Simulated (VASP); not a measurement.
# TiAl2 (Cmmm) in VASP: further runs, part 2 of 2

VASP 6.6.1.

## Step 3: Single point, PBEsol

INCAR

```
PREC = Accurate ; ENCUT = 520
EDIFF = 1E-6 ; ISMEAR = 1
SIGMA = 0.01 ; LREAL = False
LASPH = True ; NELM = 60
ALGO = Fast ; ISIF = 2
LWAVE = False ; LCHARG = True
GGA = PS ; LELF = True
LVHAR = True ; NBANDS = 27
```

KPOINTS

```
Automatic mesh
0
Gamma
  10 10 10
```

POSCAR

```
TiAl2
1.0
    1.9795500000     -6.0472000000      0.0000000000
    1.9795500000      6.0472000000      0.0000000000
    0.0000000000      0.0000000000      4.0315000000
Ti Al
2 4
Direct
    0.6490000000      0.3510000000      0.0000000000
    0.3510000000      0.6490000000      0.0000000000
    0.0000000000      0.0000000000      0.0000000000
    0.8240000000      0.1760000000      0.5000000000
    0.1760000000      0.8240000000      0.5000000000
    0.5000000000      0.5000000000      0.5000000000
```

Potentials or basis: VASP PAW PBE potentials, release 64 (Ti_sv, Al).

The run is started by

```bash
$ cat potpaw_PBE.64/Ti_sv/POTCAR potpaw_PBE.64/Al/POTCAR > POTCAR
$ mpirun -np 1 vasp_std > vasp.out
```

OUTCAR:

```text
PREC = Accurate
   ENCUT = 520
   EDIFF = 1E-6
   ISMEAR = 1
   LREAL = False
   LASPH = True
   NELM = 60
   ISIF = 2
   GGA = PS

 ion  position               nearest neighbor table
   1  0.649  0.351  0.000-   3 2.68   3 2.68   6 2.70   6 2.70   5 2.84   5 2.84   5 2.84   5 2.84
                             4 2.92   4 2.92
   2  0.351  0.649  0.000-   3 2.68   3 2.68   6 2.70   6 2.70   4 2.84   4 2.84   4 2.84   4 2.84
                             5 2.92   5 2.92
   3  0.000  0.000  0.000-   1 2.68   2 2.68   1 2.68   2 2.68   6 2.83   6 2.83   6 2.83   6 2.83
                             4 2.93   4 2.93   5 2.93   5 2.93
   4  0.824  0.176  0.500-   5 2.67   5 2.67   2 2.84   2 2.84   2 2.84   2 2.84   6 2.91   6 2.91
                             1 2.92   1 2.92   3 2.93   3 2.93
   5  0.176  0.824  0.500-   4 2.67   4 2.67   1 2.84   1 2.84   1 2.84   1 2.84   6 2.91   6 2.91
                             2 2.92   2 2.92   3 2.93   3 2.93
   6  0.500  0.500  0.500-   1 2.70   2 2.70   1 2.70   2 2.70   3 2.83   3 2.83   3 2.83   3 2.83
                             5 2.91   4 2.91   5 2.91   4 2.91

  LATTYP: Found a base centered orthorhombic cell.
 ALAT       =     3.9591000000
 B/A-ratio  =     3.0548356950
 C/A-ratio  =     1.0182869844

  Lattice vectors:

 A1 = (   1.9795500000,  -6.0472000000,   0.0000000000)
 A2 = (   1.9795500000,   6.0472000000,   0.0000000000)
 A3 = (   0.0000000000,   0.0000000000,   4.0315000000)

Analysis of symmetry for initial positions (statically):
=====================================================================
 Subroutine PRICEL returns:
 Original cell was already a primitive cell.

 Routine SETGRP: Setting up the symmetry group for a
 base centered orthorhombic supercell.

 Subroutine GETGRP returns: Found  8 space group operations
 (whereof  8 operations were pure point group operations)
 out of a pool of  8 trial point group operations.

The static configuration has the point symmetry D_2h.

Analysis of symmetry for dynamics (positions and initial velocities):
=====================================================================
 Subroutine PRICEL returns:
 Original cell was already a primitive cell.

 Routine SETGRP: Setting up the symmetry group for a
 base centered orthorhombic supercell.

 Subroutine GETGRP returns: Found  8 space group operations
 (whereof  8 operations were pure point group operations)
 out of a pool of  8 trial point group operations.

The dynamic configuration has the point symmetry D_2h.

 Subroutine INISYM returns: Found  8 space group operations
 (whereof  8 operations are pure point group operations),
 and found     1 'primitive' translations

----------------------------------------------------------------------------------------

                                     Primitive cell

  volume of cell :      96.5200

  direct lattice vectors                    reciprocal lattice vectors
     1.979550000 -6.047200000  0.000000000     0.252582658 -0.082682895  0.000000000
     1.979550000  6.047200000  0.000000000     0.252582658  0.082682895  0.000000000
     0.000000000  0.000000000  4.031500000     0.000000000  0.000000000  0.248046633

  length of vectors
     6.362958906  6.362958906  4.031500000     0.265771443  0.265771443  0.248046633

  position of ions in fractional coordinates (direct lattice)
     0.649000000  0.351000000  0.000000000
[... 48 lines left out ...]
  0.500000  0.000000  0.000000      2.000000
[... 16 lines left out ...]
  0.300000  0.300000  0.000000      2.000000
  0.400000  0.300000  0.000000      4.000000
 [... further k-points ...]
   k-points           NKPTS =    186   k-points in BZ     NKDIM =    186   number of bands    NBANDS=     27
   number of dos      NEDOS =    301   number of ions     NIONS =      6
   total plane-waves  NPLWV =  69120
   dimension x,y,z NGX =    48 NGY =   48 NGZ =   30
   dimension x,y,z NGXF=    96 NGYF=   96 NGZF=   60
   ions per type =               2   4
   NGX,Y,Z   is equivalent  to a cutoff of  12.54, 12.54, 12.37 a.u.
   NGXF,Y,Z  is equivalent  to a cutoff of  25.08, 25.08, 24.74 a.u.
 SYSTEM =  unknown system
   PREC   = accura    normal or accurate (medium, high low for compatibility)
   ISTART =      0    job   : 0-new  1-cont  2-samecut
   ICHARG =      2    charge: 1-file 2-atom 10-const
   ISPIN  =      1    spin polarized calculation?
   LNONCOLLINEAR =      F non collinear calculations
   LSORBIT =      F    spin-orbit coupling
   LASPH  =      T    aspherical Exc in radial PAW
   ENCUT  =  520.0 eV  38.22 Ry    6.18 a.u.  11.83 11.83  7.50*2*pi/ulx,y,z
   NELM   =     60;   NELMIN=  2; NELMDL= -5     # of ELM steps
   EDIFF  = 0.1E-05   stopping-criterion for ELM
   LREAL  =      F    real-space projection
   EDIFFG = 0.1E-04   stopping-criterion for IOM
   NSW    =      0    number of steps for IOM
   IBRION =     -1    ionic relax: 0-MD 1-quasi-New 2-CG
   NFREE  =      0    steps in history (QN), initial steepest desc. (CG)
   ISIF   =      2    stress and relaxation
   ISYM   =      2    0-nonsym 1-usesym 2-fastsym
   POTIM  = 0.5000    time-step for ionic-motion
   TEBEG  =    0.0;   TEEND  =   0.0 temperature during run
   PSTRESS=    0.0 pullay stress
   NELECT =      36.0000    total number of electrons
   NUPDOWN=      -1.0000    fix difference up-down
   EMIN   =  10.00;   EMAX   =-10.00  energy-range for DOS
   EFERMI =   0.00;   METHOD = LEGACY
   ISMEAR =     1;   SIGMA  =   0.01  broadening in eV -4-tet -1-fermi 0-gaus
   EFERMI_NEDOS =   21; number of points for ismear=-14 and -15
   IALGO  =     68    algorithm
   IMIX   =      4    mixing-type and parameters
     AMIX     =   0.40;   BMIX     =  1.00
     AMIX_MAG =   1.60;   BMIX_MAG =  1.00
  volume/ion in A,a.u.               =      16.09       108.56
  Fermi-wavevector in a.u.,A,eV,Ry     =   1.178428  2.226907 18.894320  1.388693
  Thomas-Fermi vector in A             =   2.314757
   LORBIT       =      0    0 simple, 1 ext, 2 COOP (PROOUT), +10 PAW based schemes
   GGA     = PS    functional components
   LHFCALC =     F    Hartree Fock is set to
   AEXX    =    0.0000 exact exchange contribution
   IVDW    =     0    specifies the selected vdW correction
   LEPSILON=     F    determine dielectric tensor
   LRPA    =     F    only Hartree local field effects (RPA)
 non-spin polarized calculation
 RMM-DIIS sequential band-by-band and
 Methfessel and Paxton  Order N= 1 SIGMA  =   0.01
  energy-cutoff  :      520.00
  volume of cell :       96.52
 maximum number of plane-waves:      2638
   NGX = 23   NGY = 23   NGZ = 15

 number of electron      36.0000003 magnetization

 Free energy of the ion-electron system (eV)
  ---------------------------------------------------
  ext. energy  EPLUGINS =         0.00000000
  ---------------------------------------------------
  free energy    TOTEN  =       -35.52771836 eV

  energy without entropy =      -35.52770384  energy(sigma->0) =      -35.52771352

 E-fermi :   8.2537     XC(G=0): -10.8922

 val. band max:        8.2516517052   @ k =  -0.4000   0.2000   0.0000
 cond. band min:       8.2599567323   @ k =   0.1000   0.0000   0.2000
 fundamental gap:      0.0083050271
 Fermi energy:         8.2537435395

 k-point     1 :       0.0000    0.0000    0.0000
  band No.  band energies     occupation
      1     -48.2403      2.00000
      2     -48.2229      2.00000
      3     -24.6830      2.00000
      4     -24.6615      2.00000
      5     -24.6388      2.00000
      6     -24.6360      2.00000
[... 709 lines left out ...]
     26      11.4345      0.00000
     27      11.5132      0.00000

 [... further k-points ...]

------------------------ aborting loop because EDIFF is reached ----------------------------------------

  FORCE on cell =-STRESS in cart. coord.  units (eV):
  Direction    XX          YY          ZZ          XY          YZ          ZX
  --------------------------------------------------------------------------------------
  -------------------------------------------------------------------------------------
  Total       -1.8027012     -0.5692614     -2.5495237     -0.0000000      0.0000000      0.0000000
  in kB      -29.9238083     -9.4494134    -42.3206346     -0.0000000      0.0000000      0.0000000
  external PRESSURE =     -27.2312854 kB  Pullay stress =       0.0000000 kB

 VOLUME and BASIS-vectors are now :
 -----------------------------------------------------------------------------
  energy-cutoff  :      520.00
  volume of cell :       96.52
      direct lattice vectors                 reciprocal lattice vectors
     1.979550000 -6.047200000  0.000000000     0.252582658 -0.082682895  0.000000000
     1.979550000  6.047200000  0.000000000     0.252582658  0.082682895  0.000000000
     0.000000000  0.000000000  4.031500000     0.000000000  0.000000000  0.248046633

 POSITION                                       TOTAL-FORCE (eV/Angst)
 -----------------------------------------------------------------------------------
      1.97955     -1.80207      0.00000         0.000000     -0.857002      0.000000
      1.97955      1.80207      0.00000         0.000000      0.857002     -0.000000
      0.00000      0.00000      0.00000         0.000000     -0.000000     -0.000000
      1.97955     -3.91859      2.01575         0.000000     -0.193625     -0.000000
      1.97955      3.91859      2.01575         0.000000      0.193625     -0.000000
      1.97955      0.00000      2.01575        -0.000000     -0.000000     -0.000000
 -----------------------------------------------------------------------------------
    total drift:                                0.000000     -0.000000      0.000000

  FREE ENERGIE OF THE ION-ELECTRON SYSTEM (eV)
  ---------------------------------------------------
  free  energy   TOTEN  =       -35.5277183571 eV

  energy  without entropy=      -35.5277038396  energy(sigma->0) =      -35.52771352
```

stdout:

```text
POSCAR found type information on POSCAR TiAl
 POSCAR found :  2 types and       6 ions
 scaLAPACK will be used
 -----------------------------------------------------------------------------
|                                                                             |
|                                                                             |
[... 19 lines left out ...]
WARNING in EDDRMM: call to ZHEGV failed, returncode =   6  3     24
WARNING in EDDRMM: call to ZHEGV failed, returncode =   6  3     22
WARNING in EDDRMM: call to ZHEGV failed, returncode =   6  3     23
WARNING in EDDRMM: call to ZHEGV failed, returncode =   6  3      9
WARNING in EDDRMM: call to ZHEGV failed, returncode =   8  4     10
WARNING in EDDRMM: call to ZHEGV failed, returncode =   8  4      9
WARNING in EDDRMM: call to ZHEGV failed, returncode =   6  3     17
WARNING in EDDRMM: call to ZHEGV failed, returncode =   8  4      6
```

Wall time 25 min (1 thread of Intel Xeon Platinum 8488C (Sapphire Rapids), shared host); peak memory 0.54 GiB.

Results:

- Free energy: -35.5277 eV
- Pressure: -2.7 GPa
- Largest force: 0.857 eV/Å
- Band gap on the k mesh: zero (bands 18 and 19 overlap by 1.05 eV)

Forces on the atoms (eV/Å):
```
Ti   0.000 -0.857  0.000
Ti   0.000  0.857  0.000
Al   0.000  0.000  0.000
Al   0.000 -0.194  0.000
Al   0.000  0.194  0.000
Al   0.000  0.000  0.000
```

Caveat: the PAW data sets were made with another functional, which shifts forces and pressure a little.

## Step 4: Single point, PBEsol

INCAR

```
SYSTEM = TiAl2
PREC = Accurate
ENCUT = 520
EDIFF = 1E-7
ISMEAR = 1
SIGMA = 0.1
LREAL = .FALSE.
LASPH = .TRUE.
NELM = 80
ALGO = Fast
ISIF = 2
LWAVE = .FALSE.
LCHARG = .TRUE.
GGA = PS
LELF = .TRUE.
LVHAR = .TRUE.
NBANDS = 27
```

KPOINTS

```
regular mesh
0
G
  10 10 10
  0 0 0
```

POSCAR is that of step 3.

The run is started by

```bash
$ cat potpaw_PBE.64/Ti_sv/POTCAR potpaw_PBE.64/Al/POTCAR > POTCAR
$ mpirun -np 1 vasp_std > vasp.out
```

Run time: 35 min. Hardware: 1 thread of Intel Xeon Platinum 8488C (Sapphire Rapids), shared host; peak memory 0.54 GiB.

The run converged. Its results:

- Free energy: -35.5275 eV
- Pressure: -2.7 GPa
- Largest force: 0.863 eV/Å
- Band gap on the k mesh: zero (bands 18 and 19 overlap by 1.05 eV)

Forces in eV/Å, atoms in the order of the input:
```
Ti   0.000 -0.863  0.000
Ti   0.000  0.863  0.000
Al   0.000  0.000  0.000
Al   0.000 -0.196  0.000
Al   0.000  0.196  0.000
Al   0.000  0.000  0.000
```

Stress tensor (GPa, compression positive):
```
-2.87  0.00  0.00
 0.00 -0.99  0.00
 0.00  0.00 -4.27
```

Levels at points of the mesh, in eV from the Fermi level:
| k point | band 16 | band 17 | band 18 | band 19 | band 20 | band 21 |
| --- | --- | --- | --- | --- | --- | --- |
| (0.00, 0.00, 0.00) | -0.72 | -0.64 | -0.53 | 0.48 | 0.74 | 0.88 |
| (0.50, 0.00, 0.00) | -1.19 | -0.96 | -0.38 | 0.81 | 1.26 | 1.36 |
| (0.50, 0.50, 0.00) | -1.24 | -0.69 | -0.56 | 0.30 | 1.11 | 1.28 |
| (0.00, 0.00, 0.50) | -0.89 | -0.39 | 0.20 | 0.23 | 0.99 | 1.12 |
| (0.50, 0.00, 0.50) | -1.79 | -1.23 | -1.20 | -0.46 | 1.18 | 1.24 |
| (0.50, 0.50, 0.50) | -0.88 | 0.04 | 0.39 | 0.75 | 1.19 | 1.31 |

Caveat: the PAW data sets were made with another functional, which shifts forces and pressure a little.

## Step 5: Overview

| smearing | further INCAR settings | gap on the mesh (eV) | pressure (GPa) | largest force (eV/Å) |
| --- | --- | --- | --- | --- |
| fermi-dirac 0.5 eV | ALGO = Fast; EDIFF = 1e-06; NBANDS = 27 | none | 0.1 | 0.82 |
| methfessel-paxton 0.01 eV | ALGO = Fast; EDIFF = 1e-06; NBANDS = 27 | none | -2.7 | 0.86 |
| methfessel-paxton 0.1 eV | ALGO = Fast; EDIFF = 1e-07; NBANDS = 27 | none | -2.7 | 0.86 |

Alike in all rows: task single point; level PBEsol; potentials or basis VASP PAW PBE potentials, release 64 (Ti_sv, Al); no spin polarisation; cell as given; k mesh 10 × 10 × 10; cutoff (eV) 520.

Caveats: the PAW data sets were made with another functional, which shifts forces and pressure a little; so wide a smearing shifts energies and pressures (at least some runs).

Absolute energies hang on the potentials; compare differences alone.
